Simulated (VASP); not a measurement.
Write the native input for VASP 6.6.1 that does the following.

```yaml
Task: single point
Functional: PBEsol
Potentials_or_basis: VASP PAW PBE potentials, release 64 (Hf_pv, N)
Cutoff: 520 eV
k_mesh: 14 × 14 × 10
Occupations: gaussian, width 0.15 eV
Spin: no spin polarisation
Dipole_correction: no
Further_INCAR_settings: ALGO = Normal; EDIFF = 1e-07; NBANDS = 23
```

The structure of HfN lies in POSCAR:

```
HfN
1.0
    0.0000000000     -2.2508000098     -2.2508000098
    0.0000000000      2.2508000098     -2.2508000098
    4.5016000196      0.0000000000      0.0000000000
Hf N
2 2
Direct
    0.5088480432      0.4911519568      0.5000000000
   -0.0088480432      0.0088480432      0.0000000000
    0.4799393382      0.5200606618      0.0000000000
    0.0200606618     -0.0200606618      0.5000000000
```

This cell differs from its parent crystal: atoms displaced along several vibrational modes.

These files were run (other wordings do the same):

INCAR

```
SYSTEM = HfN
PREC = Accurate ; ENCUT = 520
EDIFF = 1E-7 ; ISMEAR = 0
SIGMA = 0.15 ; LREAL = .False.
LASPH = .True. ; NELM = 60
ALGO = Normal ; ISIF = 2
LWAVE = .False. ; LCHARG = .True.
GGA = PS ; LELF = .True.
LVHAR = .True. ; NBANDS = 23
```

KPOINTS

```
regular mesh
0
Gamma
  14 14 10
  0 0 0
```

Potentials or basis: VASP PAW PBE potentials, release 64 (Hf_pv, N).

Launch:

```console
$ cat potpaw_PBE.64/Hf_pv/POTCAR potpaw_PBE.64/N/POTCAR > POTCAR
$ mpirun -np 1 vasp_std > vasp.out
```

It gave:

The pressure is -1.8 GPa, the largest force is 0.935 eV/Å and the band gap on the k mesh is zero (bands 15 and 16 overlap by 6.38 eV).

Caveat: the cell differs from its parent crystal (atoms displaced along several vibrational modes); the PAW data sets were made with another functional, which shifts forces and pressure a little; spin-orbit coupling is left out, which moves the levels of the heavy elements.

Wall time 5.1 min on 1 thread of Intel Xeon 8259CL, with other jobs on the host, peak memory 0.41 GiB.
